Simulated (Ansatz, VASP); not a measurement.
# Two plane-wave programs on W

```
W
1.0
    -1.59217    1.59217    1.59217
     1.59217   -1.59217    1.59217
     1.59217    1.59217   -1.59217
W
1
Direct
  0.00000 0.00000 0.00000
```

Alike in both runs: task single point; functional PBE; k mesh 14 × 14 × 14; occupations methfessel-paxton of order 1, width 0.03 eV; no spin polarisation.

|  | VASP | Ansatz |
| --- | --- | --- |
| version | VASP 6.6.1 | Ansatz 0.2.0 |
| potentials or method | VASP PAW PBE potentials, release 64 (W_sv), cutoff 520 eV | plane waves (420 eV) with PAW, scalar-relativistic |
| valence electrons in the cell | 14 | 14 |

|  | VASP | Ansatz | Ansatz less VASP |
| --- | --- | --- | --- |
| pressure (GPa) | 0.9 | 0.4 | -0.48 |

With one functional, cell and mesh, what is left measures potentials, basis and numerics.

Spin-orbit coupling is off throughout.
